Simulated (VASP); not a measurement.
**Fe: single point with PBE**

Crystal: Fe.

```
Fe
1.0
    -1.41631    1.41631    1.41631
     1.41631   -1.41631    1.41631
     1.41631    1.41631   -1.41631
Fe
1
Direct
  0.00000 0.00000 0.00000
```

```
Program             : VASP 6.6.1
Task                : single point
Functional          : PBE
Potentials or basis : VASP PAW PBE potentials, release 64 (Fe)
Cutoff              : 520 eV
k mesh              : 16 × 16 × 16
Occupations         : fermi-dirac, width 0.05 eV
Spin                : collinear spin, ferromagnetic start
Starting moments    : [2.208] μB
```

```yaml
Pressure: 0.1 GPa
Net_moment: 2.20 μB per cell
Site_moments: Fe +2.20 μB
Valence_electrons_inside_the_program's_atomic_spheres: Fe 7.27
```

Levels at points of the mesh, in eV from the Fermi level:
Spin up:
| k point | band 2 | band 3 | band 4 | band 5 | band 6 | band 7 | band 8 | band 9 |
| --- | --- | --- | --- | --- | --- | --- | --- | --- |
| (0.00, 0.00, 0.00) | -2.31 | -2.31 | -2.31 | -1.10 | -1.10 | 25.01 | 25.01 | 25.01 |
| (0.50, 0.00, 0.00) | -3.39 | -1.03 | -0.91 | 0.38 | 0.51 | 7.35 | 18.36 | 20.21 |
| (0.50, 0.50, 0.50) | -4.85 | 0.11 | 0.11 | 0.11 | 9.93 | 9.93 | 9.93 | 15.64 |
Spin down:
| k point | band 1 | band 2 | band 3 | band 4 | band 5 | band 6 |
| --- | --- | --- | --- | --- | --- | --- |
| (0.00, 0.00, 0.00) | -8.27 | -0.39 | -0.39 | -0.39 | 1.66 | 1.66 |
| (0.50, 0.00, 0.00) | -3.64 | -1.67 | 0.62 | 1.52 | 1.92 | 2.61 |
| (0.50, 0.50, 0.50) | -3.02 | -3.02 | 2.31 | 2.31 | 2.31 | 10.20 |

Wall time 40 s on 1 thread of Intel Xeon 8259CL (shared host), peak memory 0.15 GiB.
